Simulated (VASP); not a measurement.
# RbGaAsO4: single point with PBE

The system is RbGaAsO4.

```
CELL_PARAMETERS angstrom
0.00000 4.23186 4.23186
4.23186 0.00000 4.23186
4.23186 4.23186 0.00000
ATOMIC_POSITIONS crystal
Rb 0.00000 0.00000 0.00000
Ga 0.25000 0.25000 0.25000
As 0.50000 0.50000 0.50000
O 0.37817 0.86550 0.37817
O 0.37817 0.37817 0.37817
O 0.86550 0.37817 0.37817
O 0.37817 0.37817 0.86550
```

The cell was generated, and may not be a known phase.

```
Program             : VASP 6.6.1
Task                : single point
Functional          : PBE
Potentials or basis : VASP PAW PBE potentials, release 64 (Rb_sv, Ga_d, As, O)
Cutoff              : 520 eV
k mesh              : 4 × 4 × 4
Occupations         : gaussian, width 0.1 eV
Spin                : no spin polarisation
```

- Pressure: 0.6 GPa
- Largest force: 0.132 eV/Å
- Band gap on the k mesh: zero (an odd number of electrons rules out a gap without spin polarisation)

Forces on the atoms (eV/Å):
```
Rb   0.000  0.000  0.000
Ga   0.000  0.000  0.000
As   0.000  0.000  0.000
O    0.076 -0.076  0.076
O   -0.076 -0.076 -0.076
O   -0.076  0.076  0.076
O    0.076  0.076 -0.076
```

Levels at points of the mesh, in eV from the Fermi level:
```
           k point  band 24  band 25  band 26  band 27  band 28  band 29
(0.00, 0.00, 0.00)    -3.25    -3.25    -2.45     1.99     3.23     3.23
(0.50, 0.00, 0.00)    -3.64    -3.25    -0.54     2.63     3.80     4.03
(0.50, 0.50, 0.00)    -3.50    -3.50     0.79     1.77     3.66     3.99
```

Wall time 98 s on 1 thread of Oxide Virtual Turin-like Processor, with other jobs on the host, peak memory 0.31 GiB.

Caveat: an odd number of electrons without spin polarisation forces a metal; a magnetic or distorted state may lie lower.
